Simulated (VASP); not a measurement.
Write the native input for VASP 6.6.1 that does the following.

```
Task                   : single point
Functional             : r2SCAN
Potentials or basis    : VASP PAW PBE potentials, release 64 (Ba_sv, Ti_sv, O)
Cutoff                 : 520 eV
k mesh                 : 8 × 8 × 8
Occupations            : gaussian, width 0.02 eV
Spin                   : no spin polarisation
Dipole correction      : no
Further INCAR settings : ALGO = Normal; EDIFF = 1e-06; NBANDS = 28
```

The system is BaTiO3.

```
Ba Ti O
1.0
     3.85204    0.00000    0.00000
     0.00000    3.85204    0.00000
     0.00000    0.00000    3.85204
Ba Ti O
1 1 3
Direct
  0.50000 0.50000 0.50000
  0.00000 0.00000 0.00000
  0.50000 0.00000 0.00000
  0.00000 0.50000 0.00000
  0.00000 0.00000 0.50000
```

The input as run:

POSCAR

```
BaTiO3
1.0
    3.8520447055      0.0000000000      0.0000000000
    0.0000000000      3.8520447055      0.0000000000
    0.0000000000      0.0000000000      3.8520447055
Ba Ti O
1 1 3
Direct
    0.5000000000      0.5000000000      0.5000000000
    0.0000000000      0.0000000000      0.0000000000
    0.5000000000      0.0000000000      0.0000000000
    0.0000000000      0.5000000000      0.0000000000
    0.0000000000      0.0000000000      0.5000000000
```

INCAR.step1

```
SYSTEM = BaTiO3
PREC = Accurate
ENCUT = 520
ISMEAR = 0
SIGMA = 0.02
LREAL = .False.
LASPH = .True.
NELM = 60
NBANDS = 28
GGA = PE
ALGO = Normal
EDIFF = 1E-4
LWAVE = .True.
LCHARG = .False.
```

INCAR.step2

```
SYSTEM = BaTiO3
PREC = Accurate
ENCUT = 520
EDIFF = 1E-6
ISMEAR = 0
SIGMA = 0.02
LREAL = .False.
LASPH = .True.
NELM = 60
ALGO = Normal
ISIF = 2
LWAVE = .False.
LCHARG = .False.
METAGGA = R2SCAN
LMIXTAU = .True.
NBANDS = 28
ISTART = 1
```

KPOINTS

```
regular mesh
0
Gamma
  8 8 8
  0 0 0
```

Potentials or basis: VASP PAW PBE potentials, release 64 (Ba_sv, Ti_sv, O).

Launch:

```bash
$ cat potpaw_PBE.64/Ba_sv/POTCAR potpaw_PBE.64/Ti_sv/POTCAR potpaw_PBE.64/O/POTCAR > POTCAR
$ cp INCAR.step1 INCAR
$ mpirun -np 1 vasp_std > vasp.out
$ cp INCAR.step2 INCAR
$ mpirun -np 1 vasp_std > vasp.out
```

Results of the run:

```yaml
Pressure: 28.0 GPa
Band_gap_on_the_k_mesh: 2.40 eV (least direct gap 2.42 eV)
```

Caveat: the cell stands under pressure; the PAW data sets were made with another functional, which shifts forces and pressure a little; spin-orbit coupling is left out, which moves the levels of the heavy elements.

Wall time 94 s on 1 thread of Intel(R) Xeon(R) 6975P-C (Granite Rapids), on a shared host, peak memory 0.21 GiB.
